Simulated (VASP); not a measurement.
Wanted: the native input for a VASP 6.6.1 run.

```yaml
Task: single point
Functional: BLYP
Dispersion: D4
Potentials_or_basis: VASP PAW PBE potentials, release 64 (Se)
Cutoff: 520 eV
k_mesh: 9 × 9 × 9
Occupations: gaussian, width 0.05 eV
Spin: no spin polarisation
Dipole_correction: no
Further_INCAR_settings: ALGO = Normal; EDIFF = 1e-06; NBANDS = 9
```

The structure of Se lies in POSCAR:

```
Se
1.0
    2.7895160000      0.0450880000     -0.0033490000
    0.0450880000      2.7997670000      0.0051240000
   -0.0033490000      0.0051240000      2.8434420000
Se
1
Direct
    0.0452770000      0.0008780000     -0.0072040000
```

This cell differs from its parent crystal: the cell strained at random.

The input as run:

INCAR

```
PREC = Accurate
ENCUT = 520
EDIFF = 1E-6
ISMEAR = 0
SIGMA = 0.05
LREAL = F
LASPH = T
NELM = 80
ALGO = Normal
ISIF = 2
LWAVE = F
LCHARG = F
GGA = B5
ALDAX = 1.0
AGGAX = 1.0
AGGAC = 1.0
ALDAC = 0.0
IVDW = 13
VDW_S6 = 1.0
VDW_S8 = 2.34076671
VDW_A1 = 0.44488865
VDW_A2 = 4.0933009
NBANDS = 9
```

KPOINTS

```
Automatic mesh
0
Gamma
  9 9 9
```

Potentials or basis: VASP PAW PBE potentials, release 64 (Se).

The run is started by

```sh
$ cat potpaw_PBE.64/Se/POTCAR > POTCAR
$ mpirun -np 1 vasp_std > vasp.out
```

Results of the run:

```yaml
Pressure: 2.0 GPa
Band_gap_on_the_k_mesh: zero (band 3 reaches 8.04 eV, above the bottom of band 4 at 2.19 eV)
Dispersion_energy_per_atom: -0.833 eV
```

Caveat: the cell differs from its parent crystal (the cell strained at random); the PAW data sets were made with another functional, which shifts forces and pressure a little; pairwise dispersion overbinds metals, which lowers pressure and volume.

It took 41 s on 1 thread of AMD EPYC 9R45 (Zen 5), on a shared host, peak memory 0.15 GiB.
